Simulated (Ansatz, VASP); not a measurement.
**One calculation of CuO, two programs**

```
Cu O
1.0
     2.34465   -1.71340    0.00000
     2.34465    1.71340    0.00000
    -0.86055    0.00000    5.05944
Cu O
2 2
Cartesian
  0.7420 -0.8457 2.5297
  1.1723 0.8457 0.0000
  1.6421 0.2841 3.8133
  2.0724 -0.2841 1.2836
```

Alike in both runs: task single point; functional RPBE; k mesh 10 × 10 × 5; occupations fermi-dirac, width 0.05 eV; no spin polarisation.

|  | VASP | Ansatz |
| --- | --- | --- |
| version | VASP 6.6.1 | Ansatz 0.2.0 |
| potentials or method | VASP PAW PBE potentials, release 64 (Cu, O) | Ansatz PAW |
| plane-wave cutoff (eV) | 520 | 420 |
| valence electrons in the cell | 34 | 50 |

VASP gave:

```
gap on the k mesh at the Fermi level (eV)                     : none
pressure (GPa)                                                : 12.1
traceless stress, the component that is largest in VASP (GPa) : -2.30
rms of the force components (eV/Å)                            : 0.450
```

Problem. What did Ansatz give for the same quantities?

Solution. gap on the k mesh at the Fermi level (eV): none; pressure (GPa): 11.3; traceless stress, the component that is largest in VASP (GPa): -2.21; rms of the force components (eV/Å): 0.440.

VASP's potentials were made for PBE, not for RPBE. Atom by atom the forces differ by 0.023 eV/Å (rms over components). A gap of «none» marks a metal or a gap that the smearing closes. The functional is the same, so the differences come from potentials, cutoffs and numerics. VASP's potentials hold 34 valence electrons a cell and Ansatz's 50, so a difference there can come from the potentials and not from the codes.
